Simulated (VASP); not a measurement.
# Co (P6_3/mmc) in VASP: further runs

Runs on Co. Level: LDA. Tasks: single point.

All numbers are computed with VASP 6.6.1; they aren't measurements. Logs are shortened: lines on timing, memory, paths and dates and some standing lists are left out, and cuts for length are marked.

**1. The cell of the first run**

The structure is hexagonal, space group P6_3/mmc (No. 194). Conventional cell: a = 2.455 Å, b = 2.455 Å, c = 3.994 Å, α = 90.00°, β = 90.00°, γ = 120.00°. Within 3.2 Å of Co (site symmetry -6m2) lie 12 Co at 2.45 to 2.46 Å.

**2. Single point, LDA, collinear spin, ferromagnetic start (volume scaled by 0.98)**

INCAR

```
SYSTEM = Co
ALGO = Normal
EDIFF = 1E-7
ENCUT = 520
ISIF = 2
ISMEAR = -1
ISPIN = 2
LASPH = .True.
LCHARG = .False.
LMAXMIX = 4
LORBIT = 11
LREAL = .False.
LWAVE = .False.
MAGMOM = 2 2
NBANDS = 20
NELM = 150
PREC = Accurate
SIGMA = 0.05
```

KPOINTS

```
k-points
0
Gamma
  12 12 7
  0 0 0
```

POSCAR

```
Co
1.0
    2.4554087999      0.0000000000      0.0000000000
   -1.2277044000      2.1264463974      0.0000000000
    0.0000000000      0.0000000000      3.9941557227
Co
2
Direct
    0.6666666667      0.3333333333      0.7500000000
    0.3333333333      0.6666666667      0.2500000000
```

Potentials or basis: VASP PAW LDA potentials, release 64 (Co).

Command:

```bash
$ cat potpaw_LDA.64/Co/POTCAR > POTCAR
$ mpirun -np 1 vasp_std > vasp.out
```

OUTCAR:

```text
SYSTEM = Co
   EDIFF = 1E-7
   ENCUT = 520
   ISIF = 2
   ISMEAR = -1
   ISPIN = 2
   LASPH = .True.
   LORBIT = 11
   LREAL = .False.
   NELM = 150
   PREC = Accurate

 ion  position               nearest neighbor table
   1  0.667  0.333  0.750-   2 2.45   2 2.45   2 2.45   2 2.45   2 2.45   2 2.45
   2  0.333  0.667  0.250-   1 2.45   1 2.45   1 2.45   1 2.45   1 2.45   1 2.45

  LATTYP: Found a hexagonal cell.
 ALAT       =     2.4554087999
 C/A-ratio  =     1.6266764715

  Lattice vectors:

 A1 = (   2.4554087999,   0.0000000000,   0.0000000000)
 A2 = (  -1.2277044000,   2.1264463974,   0.0000000000)
 A3 = (   0.0000000000,   0.0000000000,   3.9941557227)

Analysis of symmetry for initial positions (statically):
=====================================================================
 Subroutine PRICEL returns:
 Original cell was already a primitive cell.

 Routine SETGRP: Setting up the symmetry group for a
 hexagonal supercell.

 Subroutine GETGRP returns: Found 24 space group operations
 (whereof 12 operations were pure point group operations)
 out of a pool of 24 trial point group operations.

The static configuration has the point symmetry D_3d.
 The point group associated with its full space group is D_6h.

Analysis of symmetry for dynamics (positions and initial velocities):
=====================================================================
 Subroutine PRICEL returns:
 Original cell was already a primitive cell.

 Routine SETGRP: Setting up the symmetry group for a
 hexagonal supercell.

 Subroutine GETGRP returns: Found 24 space group operations
 (whereof 12 operations were pure point group operations)
 out of a pool of 24 trial point group operations.

The dynamic configuration has the point symmetry D_3d.
 The point group associated with its full space group is D_6h.

Analysis of structural, dynamic, and magnetic symmetry:
=====================================================================
 Subroutine PRICEL returns:
 Original cell was already a primitive cell.

 Routine SETGRP: Setting up the symmetry group for a
 hexagonal supercell.

 Subroutine GETGRP returns: Found 24 space group operations
 (whereof 12 operations were pure point group operations)
 out of a pool of 24 trial point group operations.

The overall configuration has the point symmetry D_3d.
 The point group associated with its full space group is D_6h.

 Subroutine INISYM returns: Found 24 space group operations
 (whereof 12 operations are pure point group operations),
 and found     1 'primitive' translations

----------------------------------------------------------------------------------------

                                     Primitive cell

  volume of cell :      20.8547

  direct lattice vectors                    reciprocal lattice vectors
     2.455408800  0.000000000  0.000000000     0.407264159  0.235134072  0.000000000
    -1.227704400  2.126446397  0.000000000     0.000000000  0.470268144  0.000000000
     0.000000000  0.000000000  3.994155723     0.000000000  0.000000000  0.250365802

  length of vectors
     2.455408800  2.455408800  3.994155723     0.470268144  0.470268144  0.250365802

  position of ions in fractional coordinates (direct lattice)
     0.666666667  0.333333333  0.750000000
     0.333333333  0.666666667  0.250000000

  ion indices of the primitive-cell ions
   primitive index   ion index
                 1           1
                 2           2

----------------------------------------------------------------------------------------

 KPOINTS: k-points

Automatic generation of k-mesh.
 Grid dimensions read from file:
 generate k-points for:   12   12    7

 Generating k-lattice:

  Cartesian coordinates                     Fractional coordinates (reciprocal lattice)
     0.033938680  0.019594506  0.000000000     0.083333333  0.000000000  0.000000000
     0.000000000  0.039189012  0.000000000     0.000000000  0.083333333  0.000000000
     0.000000000  0.000000000  0.035766543     0.000000000  0.000000000  0.142857143

  Length of vectors
     0.039189012  0.039189012  0.035766543

  Shift w.r.t. Gamma in fractional coordinates (k-lattice)
     0.000000000  0.000000000  0.000000000

 Subroutine IBZKPT returns following result:
 ===========================================

 Found     76 irreducible k-points:

 Following reciprocal coordinates:
            Coordinates               Weight
  0.000000  0.000000  0.000000      1.000000
  0.083333  0.000000  0.000000      6.000000
  0.166667  0.000000  0.000000      6.000000
  0.250000  0.000000  0.000000      6.000000
  0.333333 -0.000000  0.000000      6.000000
  0.416667 -0.000000  0.000000      6.000000
[... 16 lines left out ...]
  0.250000  0.000000  0.142857     12.000000
  0.333333 -0.000000  0.142857     12.000000
 [... further k-points ...]
   k-points           NKPTS =     76   k-points in BZ     NKDIM =     76   number of bands    NBANDS=     20
   number of dos      NEDOS =    301   number of ions     NIONS =      2
   total plane-waves  NPLWV =   9720
   dimension x,y,z NGX =    18 NGY =   18 NGZ =   30
   dimension x,y,z NGXF=    36 NGYF=   36 NGZF=   60
   ions per type =               2
   NGX,Y,Z   is equivalent  to a cutoff of  12.19, 12.19, 12.49 a.u.
   NGXF,Y,Z  is equivalent  to a cutoff of  24.37, 24.37, 24.97 a.u.
 SYSTEM =  Co
   PREC   = accura    normal or accurate (medium, high low for compatibility)
   ISTART =      0    job   : 0-new  1-cont  2-samecut
   ICHARG =      2    charge: 1-file 2-atom 10-const
   ISPIN  =      2    spin polarized calculation?
   LNONCOLLINEAR =      F non collinear calculations
   LSORBIT =      F    spin-orbit coupling
   LASPH  =      T    aspherical Exc in radial PAW
   ENCUT  =  520.0 eV  38.22 Ry    6.18 a.u.   4.57  4.57  7.43*2*pi/ulx,y,z
   NELM   =    150;   NELMIN=  2; NELMDL= -5     # of ELM steps
   EDIFF  = 0.1E-06   stopping-criterion for ELM
   LREAL  =      F    real-space projection
   EDIFFG = 0.1E-05   stopping-criterion for IOM
   NSW    =      0    number of steps for IOM
   IBRION =     -1    ionic relax: 0-MD 1-quasi-New 2-CG
   NFREE  =      0    steps in history (QN), initial steepest desc. (CG)
   ISIF   =      2    stress and relaxation
   ISYM   =      2    0-nonsym 1-usesym 2-fastsym
   POTIM  = 0.5000    time-step for ionic-motion
   TEBEG  =    0.0;   TEEND  =   0.0 temperature during run
   PSTRESS=    0.0 pullay stress
   NELECT =      18.0000    total number of electrons
   NUPDOWN=      -1.0000    fix difference up-down
   EMIN   =  10.00;   EMAX   =-10.00  energy-range for DOS
   EFERMI =   0.00;   METHOD = LEGACY
   ISMEAR =    -1;   SIGMA  =   0.05  broadening in eV -4-tet -1-fermi 0-gaus
   EFERMI_NEDOS =   21; number of points for ismear=-14 and -15
   IALGO  =     38    algorithm
   IMIX   =      4    mixing-type and parameters
     AMIX     =   0.40;   BMIX     =  1.00
     AMIX_MAG =   1.60;   BMIX_MAG =  1.00
  volume/ion in A,a.u.               =      10.43        70.37
  Fermi-wavevector in a.u.,A,eV,Ry     =   1.558707  2.945530 33.056288  2.429569
  Thomas-Fermi vector in A             =   2.662172
   LORBIT       =     11    0 simple, 1 ext, 2 COOP (PROOUT), +10 PAW based schemes
   GGA     = CA    functional components
   LHFCALC =     F    Hartree Fock is set to
   AEXX    =    0.0000 exact exchange contribution
   IVDW    =     0    specifies the selected vdW correction
   LEPSILON=     F    determine dielectric tensor
   LRPA    =     F    only Hartree local field effects (RPA)
 spin polarized calculation
  energy-cutoff  :      520.00
  volume of cell :       20.85
 maximum number of plane-waves:       576
   NGX =  9   NGY =  9   NGZ = 15

 number of electron      17.9999974 magnetization       2.9942099

 Free energy of the ion-electron system (eV)
  ---------------------------------------------------
  ext. energy  EPLUGINS =         0.00000000
  ---------------------------------------------------
  free energy    TOTEN  =       -16.22353321 eV

  energy without entropy =      -16.20904111  energy(sigma->0) =      -16.21628716

 E-fermi :  10.4683     XC(G=0): -13.9726

 val. band max:       10.4618295565   @ k =   0.1667   0.1667   0.2857
 cond. band min:      10.4723381798   @ k =   0.3333  -0.0000   0.4286
 fundamental gap:      0.0105086233
 Fermi energy:        10.4683340980

 spin component 1

 k-point     1 :       0.0000    0.0000    0.0000
  band No.  band energies     occupation
      1       1.3466      1.00000
      2       5.2398      1.00000
      3       7.9391      1.00000
      4       8.0031      1.00000
      5       8.0031      1.00000
      6       8.3357      1.00000
[... 12 lines left out ...]
     19      37.1760      0.00000
     20      37.1760      0.00000
[... 507 lines left out ...]
 k-point    24 :       0.3333   -0.0000    0.1429
  band No.  band energies     occupation
      1       4.6860      1.00000
      2       6.0485      1.00000
      3       6.4428      1.00000
      4       7.2568      1.00000
      5       8.0298      1.00000
      6       8.1201      1.00000
[... 12 lines left out ...]
     19      34.2474      0.00000
     20      35.8987      0.00000

 [... further k-points ...]

 spin component 2

 k-point     1 :       0.0000    0.0000    0.0000
  band No.  band energies     occupation
      1       1.5233      1.00000
      2       6.1026      1.00000
      3       9.3168      1.00000
      4       9.3720      1.00000
      5       9.3720      1.00000
      6       9.7472      1.00000
[... 12 lines left out ...]
     19      37.5914      0.00000
     20      37.5914      0.00000
[... 507 lines left out ...]
 k-point    24 :       0.3333   -0.0000    0.1429
  band No.  band energies     occupation
      1       5.0590      1.00000
      2       7.0869      1.00000
      3       7.4585      1.00000
      4       8.3686      1.00000
      5       9.2879      1.00000
      6       9.5216      1.00000
[... 12 lines left out ...]
     19      34.6848      0.00000
     20      36.3125      0.00000

 [... further k-points ...]
[... 5 lines left out ...]
  --------------------------------------------------------------------------------------
  -------------------------------------------------------------------------------------
  Total       -1.3681886     -1.3681886     -1.7234583      0.0000000      0.0000000      0.0000000
  in kB     -105.1122406   -105.1122406   -132.4061410      0.0000000      0.0000000      0.0000000
  external PRESSURE =    -114.2102074 kB  Pullay stress =       0.0000000 kB

 VOLUME and BASIS-vectors are now :
 -----------------------------------------------------------------------------
  energy-cutoff  :      520.00
  volume of cell :       20.85
      direct lattice vectors                 reciprocal lattice vectors
     2.455408800  0.000000000  0.000000000     0.407264159  0.235134072  0.000000000
    -1.227704400  2.126446397  0.000000000     0.000000000  0.470268144  0.000000000
     0.000000000  0.000000000  3.994155723     0.000000000  0.000000000  0.250365802

 POSITION                                       TOTAL-FORCE (eV/Angst)
 -----------------------------------------------------------------------------------
      1.22770      0.70882      2.99562         0.000000      0.000000      0.000000
     -0.00000      1.41763      0.99854        -0.000000     -0.000000      0.000000
 -----------------------------------------------------------------------------------
    total drift:                                0.000000      0.000000     -0.000000

  FREE ENERGIE OF THE ION-ELECTRON SYSTEM (eV)
  ---------------------------------------------------
  free  energy   TOTEN  =       -16.2235332072 eV

  energy  without entropy=      -16.2090411093  energy(sigma->0) =      -16.21628716

 total charge

# of ion       s       p       d       tot
------------------------------------------
    1        0.504   0.550   7.308   8.362
    2        0.504   0.550   7.308   8.362
--------------------------------------------------
tot          1.008   1.100  14.615  16.724

 magnetization (x)

# of ion       s       p       d       tot
------------------------------------------
    1       -0.013  -0.038   1.548   1.496
    2       -0.013  -0.038   1.548   1.496
--------------------------------------------------
tot         -0.027  -0.077   3.095   2.992
```

Wall time 32 s (1 thread of Intel Xeon Platinum 8559C (Emerald Rapids), shared host); peak memory 0.15 GiB.

What came out:

| Quantity | Value |
| --- | --- |
| Free energy | -16.2235 eV |
| Pressure | -11.4 GPa |
| Net moment | 2.99 μB per cell |
| Site moments | Co +1.50 μB |
| Valence electrons inside the program's atomic spheres | Co 8.36 |

Stress tensor (GPa, compression positive):
```
-10.51   0.00   0.00
  0.00 -10.51   0.00
  0.00   0.00 -13.24
```

Caveat: the cell differs from its parent crystal (volume scaled by 0.98).

**3. Single point, LDA, collinear spin, ferromagnetic start**

This run uses another cell than the first one, of 10.64 Å³/atom, 1.020 times its volume.

INCAR

```
ALGO     = Normal         # electronic algorithm
EDIFF    = 1E-6           # SCF threshold, eV
ENCUT    = 520            # plane-wave cutoff, eV
GGA      = CA             # functional
ISIF     = 2              # what is computed and relaxed
ISMEAR   = -1             # smearing method
ISPIN    = 2              # spin polarisation
LASPH    = True           # aspherical terms in the spheres
LCHARG   = False          # write CHGCAR
LMAXMIX  = 4              # l up to which the mixer works
LORBIT   = 11             # projections on sites
LREAL    = False          # projectors in reciprocal space
LWAVE    = False          # write WAVECAR
MAGMOM   = 2 2            # initial moments
NBANDS   = 20             # bands
NELM     = 150            # most SCF steps
PREC     = Accurate       # precision mode
SIGMA    = 0.05           # smearing width, eV
```

KPOINTS

```
k-points
0
Gamma
  12 12 7
```

POSCAR

```
Co
1.0
    2.4719999032      0.0000000000      0.0000000000
   -1.2359999516      2.1408147143      0.0000000000
    0.0000000000      0.0000000000      4.0211440800
Co
2
Direct
    0.6666666667      0.3333333333      0.7500000000
    0.3333333333      0.6666666667      0.2500000000
```

Potentials or basis: VASP PAW LDA potentials, release 64 (Co).

Command:

```bash
$ cat potpaw_LDA.64/Co/POTCAR > POTCAR
$ mpirun -np 1 vasp_std > vasp.out
```

OUTCAR:

```text
EDIFF = 1E-6
   ENCUT = 520
   GGA = CA
   ISIF = 2
   ISMEAR = -1
   ISPIN = 2
   LASPH = True
   LORBIT = 11
   LREAL = False
   NELM = 150
   PREC = Accurate

 ion  position               nearest neighbor table
   1  0.667  0.333  0.750-   2 2.47   2 2.47   2 2.47   2 2.47   2 2.47   2 2.47
   2  0.333  0.667  0.250-   1 2.47   1 2.47   1 2.47   1 2.47   1 2.47   1 2.47

  LATTYP: Found a hexagonal cell.
 ALAT       =     2.4719999032
 C/A-ratio  =     1.6266764715

  Lattice vectors:

[... 1321 lines left out ...]
  external PRESSURE =    -156.4699549 kB  Pullay stress =       0.0000000 kB

 VOLUME and BASIS-vectors are now :
 -----------------------------------------------------------------------------
  energy-cutoff  :      520.00
  volume of cell :       21.28
      direct lattice vectors                 reciprocal lattice vectors
     2.471999903  0.000000000  0.000000000     0.404530760  0.233555943  0.000000000
    -1.235999952  2.140814714  0.000000000     0.000000000  0.467111887  0.000000000
     0.000000000  0.000000000  4.021144080     0.000000000  0.000000000  0.248685444

 POSITION                                       TOTAL-FORCE (eV/Angst)
 -----------------------------------------------------------------------------------
      1.23600      0.71360      3.01586        -0.000000      0.000000      0.000000
     -0.00000      1.42721      1.00529         0.000000     -0.000000      0.000000
 -----------------------------------------------------------------------------------
    total drift:                                0.000000     -0.000000     -0.000000

  FREE ENERGIE OF THE ION-ELECTRON SYSTEM (eV)
  ---------------------------------------------------
  free  energy   TOTEN  =       -16.1875140944 eV

  energy  without entropy=      -16.1718603464  energy(sigma->0) =      -16.17968722

 total charge

# of ion       s       p       d       tot
------------------------------------------
    1        0.495   0.532   7.293   8.321
    2        0.495   0.532   7.293   8.321
--------------------------------------------------
tot          0.991   1.064  14.587  16.641

 magnetization (x)

# of ion       s       p       d       tot
------------------------------------------
    1       -0.013  -0.038   1.564   1.512
    2       -0.013  -0.038   1.564   1.512
--------------------------------------------------
tot         -0.027  -0.077   3.127   3.024
```

Wall time 30 s (1 thread of Intel Xeon Platinum 8559C (Emerald Rapids), shared host); peak memory 0.15 GiB.

What came out:

```yaml
Free_energy: -16.1875 eV
Pressure: -15.6 GPa
Net_moment: 3.02 μB per cell
Site_moments: Co +1.51 μB
Valence_electrons_inside_the_program's_atomic_spheres: Co 8.32
```

Stress tensor (GPa, compression positive):
```
-14.77   0.00   0.00
  0.00 -14.77   0.00
  0.00   0.00 -17.41
```

**4. Single point, LDA, collinear spin, ferromagnetic start (volume scaled by 1.02)**

INCAR, as its differences from that of step 3:

```diff
@@ -7,8 +7,8 @@
 ISPIN    = 2              # spin polarisation
-LASPH    = True           # aspherical terms in the spheres
-LCHARG   = False          # write CHGCAR
+LASPH    = T              # aspherical terms in the spheres
+LCHARG   = F              # write CHGCAR
 LMAXMIX  = 4              # l up to which the mixer works
 LORBIT   = 11             # projections on sites
-LREAL    = False          # projectors in reciprocal space
-LWAVE    = False          # write WAVECAR
+LREAL    = F              # projectors in reciprocal space
+LWAVE    = F              # write WAVECAR
 MAGMOM   = 2 2            # initial moments
```

KPOINTS is that of step 3.

POSCAR

```
Co
1.0
    2.4883712406      0.0000000000      0.0000000000
   -1.2441856203      2.1549927084      0.0000000000
    0.0000000000      0.0000000000      4.0477749493
Co
2
Direct
    0.6666666667      0.3333333333      0.7500000000
    0.3333333333      0.6666666667      0.2500000000
```

Command:

```bash
$ cat potpaw_LDA.64/Co/POTCAR > POTCAR
$ mpirun -np 1 vasp_std > vasp.out
```

Run time: 33 s. Hardware: 1 thread of Intel Xeon Platinum 8559C (Emerald Rapids), shared host; peak memory 0.16 GiB.

The run converged. Its results:

- Free energy: -16.1412 eV
- Pressure: -19.2 GPa
- Net moment: 3.06 μB per cell
- Site moments: Co +1.53 μB
- Valence electrons inside the program's atomic spheres: Co 8.28

Stress tensor (GPa, compression positive):
```
-18.35   0.00   0.00
  0.00 -18.35   0.00
  0.00   0.00 -20.93
```

Levels at points of the mesh, in eV from the Fermi level:
Spin up:
```tsv
k point	band 7	band 8	band 9	band 10	band 11	band 12	band 13	band 14
(0.00, 0.00, 0.00)	-2.10	-1.72	-1.72	-0.62	-0.62	-0.12	6.37	22.07
(0.50, 0.00, 0.00)	-2.03	-0.47	-0.40	-0.33	1.44	3.43	9.67	10.30
```
Spin down:
```
           k point  band 5  band 6  band 7  band 8  band 9  band 10
(0.00, 0.00, 0.00)   -1.01   -0.66   -0.66   -0.21   -0.21     0.03
(0.50, 0.00, 0.00)   -1.14   -1.07   -0.67    1.13    1.23     1.29
```

Caveat: the cell differs from its parent crystal (volume scaled by 1.02).

**5. Summary**

| cell | gap on the mesh (eV) | pressure (GPa) | moment (μB) |
| --- | --- | --- | --- |
| a = 2.455, b = 2.455, c = 3.994 Å, angles 90.0, 90.0, 120.0°, 2 atoms | none | -11.4 | 2.99 |
| a = 2.472, b = 2.472, c = 4.021 Å, angles 90.0, 90.0, 120.0°, 2 atoms | none | -15.6 | 3.02 |
| a = 2.488, b = 2.488, c = 4.048 Å, angles 90.0, 90.0, 120.0°, 2 atoms | none | -19.2 | 3.06 |

Alike in all rows: task single point; level LDA; potentials or basis VASP PAW LDA potentials, release 64 (Co); spin collinear, ferromagnetic start; k mesh 12 × 12 × 7; cutoff (eV) 520; smearing fermi-dirac 0.05 eV.

Absolute energies hang on the potentials; compare differences alone.
